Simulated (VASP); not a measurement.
**Ba: single point with PBE**

Ba:

```xyz
1
Lattice="-2.4499 2.4459 2.4458 2.4455 -2.4359 2.4314 2.4249 2.4109 -2.4358" Properties=species:S:1:pos:R:3 pbc="T T T"
Ba    0.0000    0.0000    0.0000
```

This cell differs from its parent crystal: the cell strained at random.

```yaml
Program: VASP 6.6.1
Task: single point
Functional: PBE
Potentials_or_basis: VASP PAW PBE potentials, release 64 (Ba_sv)
Cutoff: 520 eV
k_mesh: 10 × 10 × 10
Occupations: gaussian, width 0.1 eV
Spin: no spin polarisation
Dipole_correction: no
Further_INCAR_settings: ALGO = Fast; EDIFF = 1e-06; NBANDS = 11
```

| Property | Result |
| --- | --- |
| Pressure | 1.0 GPa |
| Band gap on the k mesh | zero (bands 5 and 6 overlap by 1.07 eV) |

Stress tensor (GPa, compression positive):
```
 1.01  0.12  0.02
 0.12  1.02 -0.05
 0.02 -0.05  1.00
```

Levels at points of the mesh, in eV from the Fermi level:
| k point | band 1 | band 2 | band 3 | band 4 | band 5 | band 6 | band 7 | band 8 | band 9 | band 10 |
| --- | --- | --- | --- | --- | --- | --- | --- | --- | --- | --- |
| (0.00, 0.00, 0.00) | -28.72 | -13.62 | -13.61 | -13.61 | -2.77 | 1.90 | 1.95 | 1.99 | 3.45 | 3.49 |
| (0.50, 0.00, 0.00) | -28.66 | -14.22 | -13.80 | -13.62 | -0.93 | 0.69 | 1.55 | 3.50 | 4.12 | 5.71 |
| (0.00, 0.50, 0.00) | -28.66 | -14.22 | -13.81 | -13.62 | -0.93 | 0.71 | 1.56 | 3.46 | 4.08 | 5.73 |
| (0.50, 0.50, 0.00) | -28.66 | -14.21 | -13.80 | -13.62 | -0.94 | 0.68 | 1.53 | 3.53 | 4.16 | 5.69 |
| (0.00, 0.00, 0.50) | -28.66 | -14.23 | -13.81 | -13.62 | -0.93 | 0.69 | 1.60 | 3.46 | 4.07 | 5.76 |
| (0.50, 0.00, 0.50) | -28.66 | -14.22 | -13.80 | -13.62 | -0.93 | 0.71 | 1.55 | 3.47 | 4.10 | 5.71 |
| (0.00, 0.50, 0.50) | -28.66 | -14.22 | -13.81 | -13.62 | -0.93 | 0.70 | 1.58 | 3.47 | 4.09 | 5.74 |
| (0.50, 0.50, 0.50) | -28.61 | -14.04 | -14.03 | -14.02 | -0.66 | -0.65 | 4.80 | 4.82 | 4.88 | 5.10 |

Wall time 4.8 min on 1 thread of Intel Xeon 8259CL (shared host), peak memory 0.43 GiB.

Caveat: the cell differs from its parent crystal (the cell strained at random); spin-orbit coupling is left out, which moves the levels of the heavy elements.
